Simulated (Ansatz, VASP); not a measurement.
CdSe: VASP beside Ansatz

Contents of INCAR:

```
SYSTEM = CdSe
PREC = Accurate ; ENCUT = 520
EDIFF = 1E-8 ; ISMEAR = -1
SIGMA = 0.03 ; LREAL = .FALSE.
LASPH = .TRUE. ; NELM = 80
ALGO = Normal ; ISIF = 2
LWAVE = .FALSE. ; LCHARG = .FALSE.
GGA = PE ; LEFG = .TRUE.
NBANDS = 16
```

File KPOINTS:

```
regular mesh
0
G
  8 8 8
  0 0 0
```

The input POSCAR:

```
CdSe
1.0
    0.0000000000      3.0702711986      3.0702711986
    3.0702711986      0.0000000000      3.0702711986
    3.0702711986      3.0702711986      0.0000000000
Cd Se
1 1
Direct
    0.0000000000      0.0000000000      0.0000000000
    0.2500000000      0.2500000000      0.2500000000
```

Input for Ansatz:

```yaml
crystal:
  lattice:
    - [0.0, 3.0702711986, 3.0702711986]
    - [3.0702711986, 0.0, 3.0702711986]
    - [3.0702711986, 3.0702711986, 0.0]
  atoms:
    - { symbol: Cd, position: [0.0, 0.0, 0.0] }
    - { symbol: Se, position: [0.25, 0.25, 0.25] }
kpoints:
  mp_grid: { grid: [8, 8, 8] }
scf:
  occupations: { method: fermi_dirac, width: 0.03 }
hamiltonian:
  xc: pbe
  pseudopotentials: { kind: all_electron, datasets: crystal }
output:
  forces: true
  stress: true
  eigenvalues: true
  efg: { contact_densities: true }
```

Change from the starting cell: volume scaled by 1, crystal datasets.

Alike in both runs: task electric field gradients; functional PBE; k mesh 8 × 8 × 8; occupations fermi-dirac, width 0.03 eV; no spin polarisation.

```csv
,VASP,Ansatz
version,VASP 6.6.1,Ansatz 0.2.0
potentials or method,"VASP PAW PBE potentials, release 64 (Cd, Se), cutoff 520 eV","all-electron PAW with datasets made for the crystal, scalar-relativistic"
```

Ansatz gave:

| Item | Value |
| --- | --- |
| pressure (GPa) | 1.3 |

**Question.** Estimate VASP's values.

**Answer.** Pressure (GPa): 1.6.

Ansatz ran all-electron here, and VASP with PAW potentials.
